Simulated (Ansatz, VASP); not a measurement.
## Si23BHO48: VASP beside Ansatz

```
Si O B H
1.0
     9.83160    0.00000    0.00000
    -4.91580    8.51441    0.00000
     0.00000    0.00000   10.81820
Si O B H
23 48 1 1
Cartesian
  2.6166 0.0355 1.7736
  -1.3222 2.2908 3.5836
  1.1323 2.0334 10.8097
  -2.2943 8.5097 7.2029
  -1.3167 2.3440 8.9303
  1.0952 2.0059 5.4199
  0.1539 4.2945 1.8110
  -3.7072 6.5130 3.6184
  -1.3048 6.2711 10.7859
  6.0494 6.5414 9.0116
  -1.2689 6.1919 5.4564
  7.5321 0.0267 1.7773
  3.5804 2.3086 3.6267
  6.0985 2.0096 10.7894
  2.6169 8.5059 7.2072
  3.6099 2.2734 9.0040
  6.0555 1.9730 5.4059
  5.1077 4.2532 1.8198
  1.1563 6.5620 3.6014
  3.6329 6.2706 0.0475
  5.0765 4.2588 7.1944
  1.1996 6.5236 9.0454
  3.6416 6.2666 5.3905
  -0.3270 1.6746 4.7090
  1.1024 3.1331 1.1894
  -0.7762 3.7089 3.0122
  1.6187 0.6134 0.6178
  2.1292 2.5941 4.3009
  3.5119 1.2314 2.4073
  -0.3290 1.8720 10.1351
  0.8391 3.0728 6.6211
  -0.8734 3.7132 8.1725
  1.6960 0.6183 6.0204
  2.1481 2.5417 9.6447
  3.5750 1.1521 7.8314
  -2.7463 5.9628 4.8108
  -1.3131 7.4456 1.0994
  -3.1704 7.9040 2.9822
  -0.8049 4.8790 0.6340
  -0.3059 6.7620 4.2698
  1.1096 5.4592 2.4067
  -2.8001 6.0334 10.2027
  -1.3486 7.3255 6.6238
  -3.2629 7.9426 8.3829
  -0.7182 4.7953 6.0471
  -0.3263 6.7046 9.5586
  1.3267 5.3569 7.8918
  4.5783 1.7367 4.7805
  6.0392 3.0751 1.2011
  4.1480 3.7012 3.0122
  6.6277 0.5816 0.5403
  7.0439 2.5316 4.2403
  8.4449 1.2328 2.3543
  4.6147 1.7803 10.1738
  6.0091 3.0654 6.6177
  4.0524 3.7005 8.3447
  6.5916 0.5640 6.0067
  7.0512 2.5873 9.6034
  8.4723 1.1584 7.8170
  2.1772 6.0424 4.7481
  3.6173 7.3800 1.2355
  1.6496 7.9756 2.9603
  4.1748 4.8567 0.6282
  4.6497 6.7976 4.2333
  6.0758 5.4016 2.4304
  2.1248 6.0620 10.3034
  3.5842 7.3482 6.6059
  1.6635 7.9388 8.3986
  4.1570 4.8465 5.9910
  4.5680 6.7812 9.6349
  6.0114 5.4120 7.8397
  -0.1950 3.9337 6.9825
  1.8873 4.8295 8.0185
```

Alike in both runs: task single point; functional PBE; k mesh 1 × 1 × 1; occupations gaussian, width 0.02 eV; no spin polarisation.

```csv
,VASP,Ansatz
version,VASP 6.6.1,Ansatz 0.2.0
potentials or method,"VASP PAW PBE potentials, release 64 (Si, O, B, H)","scalar-relativistic, plane waves, PAW"
plane-wave cutoff (eV),520,420
valence electrons in the cell,384,384
```

|  | VASP | Ansatz | Ansatz less VASP |
| --- | --- | --- | --- |
| gap on the k mesh at the Fermi level (eV) | 5.69 | 5.69 | +0.002 |
| least direct gap on the mesh (eV) | 5.69 | 5.69 | +0.002 |
